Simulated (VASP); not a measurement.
# Ba16H (a cell with a defect) in VASP: notebook

Runs on Ba16H (a cell with a defect). Level: PBE. Tasks: single point.

All numbers are computed with VASP 6.6.1; they aren't measurements. Logs are shortened: lines on timing, memory, paths and dates and some standing lists are left out, and cuts for length are marked.

### 1 The cell of the first run

The cell holds a defect, 17 atoms: a = 10.040 Å, b = 10.040 Å, c = 10.040 Å, α = 90.00°, β = 90.00°, γ = 90.00°.

### 2 Single point, PBE

INCAR

```
  ALGO = Normal
  EDIFF = 1E-6
  ENCUT = 520
  GGA = PE
  ISIF = 2
  ISMEAR = -1
  LASPH = True
  LCHARG = False
  LREAL = Auto
  LWAVE = False
  NBANDS = 94
  NELM = 60
  PREC = Accurate
  SIGMA = 0.15
```

KPOINTS

```
k-points
0
Gamma
  1 1 1
```

POSCAR

```
Ba16H
1.0
   10.0400000000      0.0000000000      0.0000000000
    0.0000000000     10.0400000000      0.0000000000
    0.0000000000      0.0000000000     10.0400000000
Ba H
16 1
Direct
    0.0155776892      0.0032669323      0.0014143426
    0.4797509960      0.0199501992      0.0220916335
   -0.0252788845      0.5239741036      0.0179980080
    0.0126195219      0.0007768924      0.5305079681
    0.2405776892      0.2527191235      0.2795617530
    0.4976294821      0.4950498008     -0.0227988048
    0.5289940239      0.0308466135      0.5064043825
    0.7593127490      0.2500597610      0.1908764940
    0.0035956175      0.5061752988      0.4825000000
    0.2511055777      0.7457569721      0.2614840637
    0.2518625498      0.2408665339      0.7745119522
    0.4957569721      0.4807868526      0.5222709163
    0.7479581673      0.7315737052      0.2574701195
    0.7715936255      0.2898605578      0.7637649402
    0.2825298805      0.7530179283      0.7472111554
    0.7619322709      0.7683665339      0.7182868526
    0.6468725100      0.2585756972     -0.0304482072
```

Potentials or basis: VASP PAW PBE potentials, release 64 (Ba_sv, H).

The run is started by

```sh
$ cat potpaw_PBE.64/Ba_sv/POTCAR potpaw_PBE.64/H/POTCAR > POTCAR
$ mpirun -np 1 vasp_gam > vasp.out
```

OUTCAR:

```text
EDIFF = 1E-6
   ENCUT = 520
   GGA = PE
   ISIF = 2
   ISMEAR = -1
   LASPH = True
   LREAL = Auto
   NELM = 60
   PREC = Accurate

 ion  position               nearest neighbor table
   1  0.016  0.003  0.001-   8 4.05  11 4.06  10 4.37   5 4.38  14 4.47  15 4.47  16 4.49  13 4.61
                             2 4.67   4 4.73
   2  0.480  0.020  0.022-   8 4.01  11 4.04   5 4.23  10 4.32  15 4.33  13 4.61   1 4.67
   3  0.975  0.524  0.018-   8 3.91  13 3.91  14 4.02  10 4.32  16 4.43   5 4.63  11 4.67   9 4.68
                            15 4.71
   4  0.013  0.001  0.531-  16 3.92  11 4.19   5 4.24  15 4.27  10 4.43  14 4.45  13 4.68   1 4.73

   5  0.241  0.253  0.280-   9 4.04  12 4.21   2 4.23   4 4.24   7 4.31   1 4.38   3 4.63   6 4.67
[... 13 lines left out ...]
  12  0.496  0.481  0.522-  15 4.14  14 4.15   5 4.21  11 4.27  16 4.40  13 4.45  10 4.47   7 4.53
                             6 4.57
  13  0.748  0.732  0.257-   3 3.91   9 4.10  12 4.45   6 4.46   7 4.48   2 4.61   1 4.61  16 4.64
                             4 4.68
  14  0.772  0.290  0.764-  17 2.44   3 4.02   6 4.05  12 4.15   9 4.26   8 4.31   7 4.40   4 4.45
                             1 4.47
  15  0.283  0.753  0.747-   6 4.09  12 4.14   4 4.27   2 4.33   7 4.44   1 4.47   9 4.59   3 4.71

  16  0.762  0.768  0.718-   4 3.92   7 4.12   9 4.29  12 4.40   3 4.43   1 4.49   6 4.62  13 4.64

  17  0.647  0.259  0.970-  14 2.44   8 2.49   6 2.81

  LATTYP: Found a simple cubic cell.
 ALAT       =    10.0400000000

  Lattice vectors:

 A1 = (  10.0400000000,   0.0000000000,   0.0000000000)
 A2 = (   0.0000000000,  10.0400000000,   0.0000000000)
 A3 = (   0.0000000000,   0.0000000000,  10.0400000000)

Analysis of symmetry for initial positions (statically):
=====================================================================
 Subroutine PRICEL returns:
 Original cell was already a primitive cell.

 Routine SETGRP: Setting up the symmetry group for a
 simple cubic supercell.

 Subroutine GETGRP returns: Found  1 space group operations
 (whereof  1 operations were pure point group operations)
 out of a pool of 48 trial point group operations.

The static configuration has the point symmetry C_1 .

Analysis of symmetry for dynamics (positions and initial velocities):
=====================================================================
 Subroutine PRICEL returns:
 Original cell was already a primitive cell.

 Routine SETGRP: Setting up the symmetry group for a
 simple cubic supercell.

 Subroutine GETGRP returns: Found  1 space group operations
[... 114 lines left out ...]
   NFREE  =      0    steps in history (QN), initial steepest desc. (CG)
   ISIF   =      2    stress and relaxation
   ISYM   =      2    0-nonsym 1-usesym 2-fastsym
   POTIM  = 0.5000    time-step for ionic-motion
   TEBEG  =    0.0;   TEEND  =   0.0 temperature during run
   PSTRESS=    0.0 pullay stress
   NELECT =     161.0000    total number of electrons
   NUPDOWN=      -1.0000    fix difference up-down
   EMIN   =  10.00;   EMAX   =-10.00  energy-range for DOS
   EFERMI =   0.00;   METHOD = LEGACY
   ISMEAR =    -1;   SIGMA  =   0.15  broadening in eV -4-tet -1-fermi 0-gaus
   EFERMI_NEDOS =   21; number of points for ismear=-14 and -15
   IALGO  =     38    algorithm
   IMIX   =      4    mixing-type and parameters
     AMIX     =   0.40;   BMIX     =  1.00
     AMIX_MAG =   1.60;   BMIX_MAG =  1.00
  volume/ion in A,a.u.               =      59.53       401.74
  Fermi-wavevector in a.u.,A,eV,Ry     =   0.887053  1.676288 10.705930  0.786864
  Thomas-Fermi vector in A             =   2.008301
   LORBIT       =      0    0 simple, 1 ext, 2 COOP (PROOUT), +10 PAW based schemes
   GGA     = PE    functional components
   LHFCALC =     F    Hartree Fock is set to
   AEXX    =    0.0000 exact exchange contribution
   IVDW    =     0    specifies the selected vdW correction
   LEPSILON=     F    determine dielectric tensor
   LRPA    =     F    only Hartree local field effects (RPA)
 non-spin polarized calculation
  energy-cutoff  :      520.00
  volume of cell :     1012.05
 maximum number of plane-waves:     13601
 NGX is ok and might be reduce to    80
   NGX = 37   NGY = 37   NGZ = 37

 number of electron     160.9999998 magnetization

 Free energy of the ion-electron system (eV)
  ---------------------------------------------------
  ext. energy  EPLUGINS =         0.00000000
  ---------------------------------------------------
  free energy    TOTEN  =       -37.55086024 eV

  energy without entropy =      -36.54920717  energy(sigma->0) =      -37.05003371

 E-fermi :   1.7029     XC(G=0):  -7.3933

 val. band max:        1.4541997537   @ k =   0.0000   0.0000   0.0000
 cond. band min:       1.9722694672   @ k =   0.0000   0.0000   0.0000
 fundamental gap:      0.5180697135
 Fermi energy:         1.7029301443

 k-point     1 :       0.0000    0.0000    0.0000
  band No.  band energies     occupation
      1     -27.3101      2.00000
      2     -27.2940      2.00000
      3     -27.2877      2.00000
      4     -27.2861      2.00000
      5     -27.2782      2.00000
      6     -27.2744      2.00000
[... 84 lines left out ...]
     91       2.3320      0.02974
     92       2.3556      0.02545
 [bands above 92 left out]

------------------------ aborting loop because EDIFF is reached ----------------------------------------

  FORCE on cell =-STRESS in cart. coord.  units (eV):
  Direction    XX          YY          ZZ          XY          YZ          ZX
  --------------------------------------------------------------------------------------
  -------------------------------------------------------------------------------------
  Total       -3.0813342     -4.6662230     -3.9934846     -0.0767147     -0.1076699     -0.0903989
  in kB       -4.8780725     -7.3871162     -6.3221013     -0.1214474     -0.1704526     -0.1431109
  external PRESSURE =      -6.1957634 kB  Pullay stress =       0.0000000 kB

 VOLUME and BASIS-vectors are now :
 -----------------------------------------------------------------------------
  energy-cutoff  :      520.00
  volume of cell :     1012.05
      direct lattice vectors                 reciprocal lattice vectors
    10.040000000  0.000000000  0.000000000     0.099601594  0.000000000  0.000000000
     0.000000000 10.040000000  0.000000000     0.000000000  0.099601594  0.000000000
     0.000000000  0.000000000 10.040000000     0.000000000  0.000000000  0.099601594

 POSITION                                       TOTAL-FORCE (eV/Angst)
 -----------------------------------------------------------------------------------
      0.15640      0.03280      0.01420        -0.080132     -0.276959      0.060528
      4.81670      0.20030      0.22180         0.594599     -0.016403     -0.238786
      9.78620      5.26070      0.18070         0.886798      0.009137     -0.490129
      0.12670      0.00780      5.32630         0.021798      0.143849     -0.529679
      2.41540      2.53730      2.80680         0.057347      0.008198     -0.383658
      4.99620      4.97030      9.81110         0.128061     -0.142153      0.459223
[... 9 lines left out ...]
      7.64980      7.71440      7.21160        -0.226122     -0.281115      0.642898
      6.49460      2.59610      9.73430        -0.505001     -0.045305      0.205981
 -----------------------------------------------------------------------------------
    total drift:                                0.001651      0.001966     -0.001303

  FREE ENERGIE OF THE ION-ELECTRON SYSTEM (eV)
  ---------------------------------------------------
  free  energy   TOTEN  =       -37.5508602421 eV

  energy  without entropy=      -36.5492071694  energy(sigma->0) =      -37.05003371
```

stdout:

```text
POSCAR found type information on POSCAR BaH
 POSCAR found :  2 types and      17 ions
 scaLAPACK will be used
 LDA part: xc-table for (Slater+PW92), standard interpolation
 POSCAR, INCAR and KPOINTS ok, starting setup
 FFT: planning ... GRIDC
 FFT: planning ... GRID_SOFT
 FFT: planning ... GRID
 WAVECAR not read
 entering main loop
```

Wall time 3.9 min (1 thread of Intel Xeon Platinum 8559C (Emerald Rapids), shared host); peak memory 0.92 GiB.

What came out:

```yaml
Free_energy: -37.5509 eV
Pressure: -0.6 GPa
Largest_force: 1.013 eV/Å
```

Forces on the atoms (eV/Å):
```
Ba  -0.080 -0.277  0.061
Ba   0.595 -0.016 -0.239
Ba   0.887  0.009 -0.490
Ba   0.022  0.144 -0.530
Ba   0.057  0.008 -0.384
Ba   0.128 -0.142  0.459
Ba  -0.275 -0.188 -0.085
Ba  -0.042  0.063  0.880
Ba   0.018 -0.110  0.477
Ba   0.145  0.088  0.068
Ba  -0.236  0.393 -0.337
Ba   0.180  0.213 -0.466
Ba  -0.237  0.530 -0.027
Ba   0.060 -0.475 -0.249
Ba  -0.491  0.087  0.014
Ba  -0.226 -0.281  0.643
H   -0.505 -0.045  0.206
```

Stress tensor (GPa, compression positive):
```
-0.49 -0.01 -0.01
-0.01 -0.74 -0.02
-0.01 -0.02 -0.63
```

Levels at points of the mesh, in eV from the Fermi level:
| k point | band 77 | band 78 | band 79 | band 80 | band 81 | band 82 | band 83 | band 84 |
| --- | --- | --- | --- | --- | --- | --- | --- | --- |
| (0.00, 0.00, 0.00) | -0.87 | -0.63 | -0.59 | -0.25 | 0.27 | 0.30 | 0.32 | 0.37 |

Caveat: the k points lie up to 0.63 Å⁻¹ apart; spin-orbit coupling is left out, which moves the levels of the heavy elements.

### 3 Single point, PBE

INCAR

```
  PREC = Accurate
  ENCUT = 520
  EDIFF = 1E-6
  ISMEAR = -1
  SIGMA = 0.15
  LREAL = Auto
  LASPH = True
  NELM = 80
  ALGO = Normal
  ISIF = 2
  LWAVE = False
  LCHARG = False
  GGA = PE
  NBANDS = 94
```

KPOINTS

```
regular mesh
0
Gamma
  1 1 1
```

POSCAR

```
Ba16H
1.0
   10.0400000000      0.0000000000      0.0000000000
    0.0000000000     10.0400000000      0.0000000000
    0.0000000000      0.0000000000     10.0400000000
Ba H
16 1
Direct
    0.0170717131     -0.0026693227      0.0105577689
    0.4891633466      0.0092928287      0.0210159363
   -0.0173505976      0.5233067729      0.0146613546
    0.0132470120      0.0102191235      0.5339243028
    0.2360159363      0.2511553785      0.2822908367
    0.4965438247      0.4890637450     -0.0280976096
    0.5336752988      0.0335258964      0.5057968127
    0.7569920319      0.2566633466      0.1889442231
    0.0017031873      0.5053087649      0.4716235060
    0.2408266932      0.7353286853      0.2659561753
    0.2590338645      0.2462649402      0.7813047809
    0.5149800797      0.4744123506      0.5142131474
    0.7393227092      0.7292031873      0.2761752988
    0.7594223108      0.3142131474      0.7572808765
    0.2867430279      0.7471613546      0.7320916335
    0.7484163347      0.7705976096      0.7256474104
    0.6084760956      0.2575199203     -0.0051195219
```

Potentials or basis: VASP PAW PBE potentials, release 64 (Ba_sv, H).

The run is started by

```sh
$ cat potpaw_PBE.64/Ba_sv/POTCAR potpaw_PBE.64/H/POTCAR > POTCAR
$ mpirun -np 1 vasp_gam > vasp.out
```

OUTCAR:

```text
PREC = Accurate
   ENCUT = 520
   EDIFF = 1E-6
   ISMEAR = -1
   LREAL = Auto
   LASPH = True
   NELM = 80
   ISIF = 2
   GGA = PE

 ion  position               nearest neighbor table
   1  0.017  0.997  0.011-   8 4.10  11 4.18  10 4.31   5 4.33  16 4.54  15 4.63  13 4.70   2 4.74

   2  0.489  0.009  0.021-  17 2.78   8 4.03  11 4.10   5 4.39  15 4.41  10 4.45  13 4.56  16 4.62
                             1 4.74
   3  0.983  0.523  0.015-   8 3.92  14 4.01  13 4.14  10 4.20  16 4.48  11 4.57   9 4.60   5 4.60
                            15 4.74
   4  0.013  0.010  0.534-  16 4.07   5 4.15  11 4.23  15 4.30  10 4.48  14 4.56  13 4.71
   5  0.236  0.251  0.282-   9 3.96   4 4.15  12 4.28   7 4.33   1 4.33   2 4.39   3 4.60   6 4.72

   6  0.497  0.489  0.972-  17 2.59  14 3.83  11 3.91  15 4.12   8 4.13  16 4.53  13 4.59  12 4.60
                            10 4.63   5 4.72
   7  0.534  0.034  0.506-  16 4.06   5 4.33  13 4.35  14 4.41  15 4.42  12 4.43  11 4.45   8 4.49

   8  0.757  0.257  0.189-  17 2.45   3 3.92   2 4.03   1 4.10   6 4.13  14 4.37   7 4.49   9 4.51
                            12 4.62
[... 211 lines left out ...]
 Fermi energy:         1.6853158786

 k-point     1 :       0.0000    0.0000    0.0000
  band No.  band energies     occupation
      1     -27.3404      2.00000
      2     -27.3279      2.00000
      3     -27.3174      2.00000
      4     -27.3069      2.00000
      5     -27.3051      2.00000
      6     -27.2868      2.00000
[... 84 lines left out ...]
     91       2.3341      0.02611
     92       2.3574      0.02240
 [bands above 92 left out]

------------------------ aborting loop because EDIFF is reached ----------------------------------------

  FORCE on cell =-STRESS in cart. coord.  units (eV):
  Direction    XX          YY          ZZ          XY          YZ          ZX
  --------------------------------------------------------------------------------------
  -------------------------------------------------------------------------------------
  Total       -2.6737456     -3.9058188     -4.3806743     -0.1913210     -0.3250114      0.9600274
  in kB       -4.2328174     -6.1833174     -6.9350630     -0.3028810     -0.5145268      1.5198232
  external PRESSURE =      -5.7837326 kB  Pullay stress =       0.0000000 kB

 VOLUME and BASIS-vectors are now :
 -----------------------------------------------------------------------------
  energy-cutoff  :      520.00
  volume of cell :     1012.05
      direct lattice vectors                 reciprocal lattice vectors
    10.040000000  0.000000000  0.000000000     0.099601594  0.000000000  0.000000000
     0.000000000 10.040000000  0.000000000     0.000000000  0.099601594  0.000000000
     0.000000000  0.000000000 10.040000000     0.000000000  0.000000000  0.099601594

 POSITION                                       TOTAL-FORCE (eV/Angst)
 -----------------------------------------------------------------------------------
      0.17140     10.01320      0.10600        -0.138884     -0.159353     -0.103392
      4.91120      0.09330      0.21100         0.320291      0.076769     -0.125615
      9.86580      5.25400      0.14720         0.645092      0.083628     -0.403171
      0.13300      0.10260      5.36060        -0.133785      0.022054     -0.408295
      2.36960      2.52160      2.83420         0.257370      0.002762     -0.441091
      4.98530      4.91020      9.75790        -0.013467      0.224878      0.733426
[... 9 lines left out ...]
      7.51410      7.73680      7.28550         0.098465     -0.293361      0.479929
      6.10910      2.58550      9.98860        -0.109754     -0.088099     -0.392258
 -----------------------------------------------------------------------------------
    total drift:                                0.001971     -0.001667      0.003276

  FREE ENERGIE OF THE ION-ELECTRON SYSTEM (eV)
  ---------------------------------------------------
  free  energy   TOTEN  =       -37.2860073906 eV

  energy  without entropy=      -36.2842479849  energy(sigma->0) =      -36.78512769
```

stdout:

```text
POSCAR found type information on POSCAR BaH
 POSCAR found :  2 types and      17 ions
 scaLAPACK will be used
 LDA part: xc-table for (Slater+PW92), standard interpolation
 POSCAR, INCAR and KPOINTS ok, starting setup
 FFT: planning ... GRIDC
 FFT: planning ... GRID_SOFT
 FFT: planning ... GRID
 WAVECAR not read
 entering main loop
```

Wall time 3.3 min (1 thread of Intel Xeon Platinum 8559C (Emerald Rapids), shared host); peak memory 0.91 GiB.

Results:

```yaml
Free_energy: -37.2860 eV
Pressure: -0.6 GPa
Largest_force: 1.005 eV/Å
```

Forces in eV/Å, atoms in the order of the input:
```
Ba  -0.139 -0.159 -0.103
Ba   0.320  0.077 -0.126
Ba   0.645  0.084 -0.403
Ba  -0.134  0.022 -0.408
Ba   0.257  0.003 -0.441
Ba  -0.013  0.225  0.733
Ba  -0.325 -0.146 -0.061
Ba   0.013  0.005  0.897
Ba  -0.034 -0.169  0.791
Ba   0.419  0.235  0.032
Ba  -0.344  0.236 -0.530
Ba  -0.299  0.290 -0.497
Ba  -0.046  0.509 -0.407
Ba   0.201 -0.941  0.290
Ba  -0.509  0.112  0.145
Ba   0.098 -0.293  0.480
H   -0.110 -0.088 -0.392
```

Stress tensor (GPa, compression positive):
```
-0.42 -0.03  0.15
-0.03 -0.62 -0.05
 0.15 -0.05 -0.69
```

Levels at points of the mesh, in eV from the Fermi level:
```csv
k point,band 76,band 77,band 78,band 79,band 80,band 81,band 82,band 83,band 84,band 85
"(0.00, 0.00, 0.00)",-0.85,-0.85,-0.62,-0.56,-0.25,0.25,0.29,0.31,0.39,0.40
```

Caveat: the k points lie up to 0.63 Å⁻¹ apart; spin-orbit coupling is left out, which moves the levels of the heavy elements.
